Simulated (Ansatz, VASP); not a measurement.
# ReSe: VASP beside Ansatz

```
Re Se
1.0
     3.95286    0.00000    0.00000
    -1.97643    3.42328    0.00000
     0.00000    0.00000    5.05946
Re Se
2 2
Cartesian
  0.0000 0.0000 0.0000
  0.0000 0.0000 2.5297
  0.0000 2.2822 1.2649
  1.9764 1.1411 3.7946
```

Alike in both runs: task single point; functional PBEsol; dispersion D3(BJ); k mesh 10 × 10 × 6; occupations gaussian, width 0.05 eV; collinear spin.

|  | VASP | Ansatz |
| --- | --- | --- |
| version | VASP 6.6.1 | Ansatz 0.2.0 |
| potentials or method | VASP PAW PBE potentials, release 64 (Re, Se), cutoff 520 eV | scalar-relativistic, plane waves, PAW |
| valence electrons in the cell | 26 | 62 |

Ansatz gave:

| Item | Value |
| --- | --- |
| gap on the k mesh at the Fermi level (eV) | none |
| pressure (GPa) | -4.9 |
| traceless stress, the component that is largest in VASP (GPa) | 0.01 |
| net moment per atom (μB) | 0.00 |

Task: Which values does VASP return?

Result: gap on the k mesh at the Fermi level (eV): none; pressure (GPa): -4.1; traceless stress, the component that is largest in VASP (GPa): -0.30; net moment per atom (μB): 0.00.

VASP's potentials were made for PBE, not for PBEsol. A gap of «none» marks a metal or a gap that the smearing closes. VASP's potentials hold 26 valence electrons a cell and Ansatz's 62, so a difference there can come from the potentials and not from the codes. Ansatz's warnings: seeded moment not kept.

Spin-orbit coupling is off throughout.
